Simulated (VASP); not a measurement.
Here is a VASP 6.6.1 calculation.

Contents of INCAR:

```
PREC     = Accurate       # precision mode
ENCUT    = 600            # plane-wave cutoff, eV
EDIFF    = 1E-6           # SCF threshold, eV
ISMEAR   = 0              # smearing method
SIGMA    = 0.1            # smearing width, eV
LREAL    = F              # projectors in reciprocal space
LASPH    = T              # aspherical terms in the spheres
NELM     = 120            # most SCF steps
ALGO     = Normal         # electronic algorithm
ISIF     = 2              # what is computed and relaxed
LWAVE    = F              # write WAVECAR
LCHARG   = F              # write CHGCAR
GGA      = RP             # functional
NBANDS   = 11             # bands
GGA_COMPAT= F
```

The input KPOINTS:

```
regular mesh
0
Gamma
  8 8 8
```

POSCAR

```
AlN
1.0
    0.0000000000      2.0345180000      2.0345180000
    2.0345180000      0.0000000000      2.0345180000
    2.0345180000      2.0345180000      0.0000000000
Al N
1 1
Direct
    0.5000000000      0.5000000000      0.5000000000
    0.0000000000      0.0000000000      0.0000000000
```

Potentials or basis: VASP PAW PBE potentials, release 64 (Al, N).

The run is started by

```sh
$ cat potpaw_PBE.64/Al/POTCAR potpaw_PBE.64/N/POTCAR > POTCAR
$ mpirun -np 1 vasp_std > vasp.out
```

**Question.** What does it give for the band gap on the k mesh?

**Answer.** 4.53 eV (least direct gap 5.43 eV).

**Question.** Predict the pressure.

**Answer.** 4.0 GPa.

Caveat: the cell stands under pressure; the PAW data sets were made with another functional, which shifts forces and pressure a little. A k mesh can miss the band edges.
